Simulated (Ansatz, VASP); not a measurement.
KRu in VASP and in Ansatz

```xyz
2
Lattice="-2.3369 2.3369 2.5510 2.3369 -2.3369 2.5510 2.3369 2.3369 -2.5510" Properties=species:S:1:pos:R:3 pbc="T T T"
K     0.0000    0.0000    2.5510
Ru    0.0000    0.0000    0.0000
```

Alike in both runs: task single point; functional PBE; k mesh 6 × 6 × 6; occupations gaussian, width 0.1 eV; no spin polarisation.

```csv
,VASP,Ansatz
version,VASP 6.6.1,Ansatz 0.2.0
potentials or method,"VASP PAW PBE potentials, release 64 (K_sv, Ru_sv), cutoff 560 eV","scalar-relativistic, plane waves, PAW"
valence electrons in the cell,25,25
```

Ansatz gave:

- gap on the k mesh at the Fermi level (eV): none
- pressure (GPa): 1.4
- traceless stress, the component that is largest in VASP (GPa): 6.23

What did VASP give for the same quantities?

gap on the k mesh at the Fermi level (eV): none; pressure (GPa): 1.6; traceless stress, the component that is largest in VASP (GPa): 6.64.

A gap of «none» marks a metal or a gap that the smearing closes. With one functional, cell and mesh, what is left measures potentials, basis and numerics.
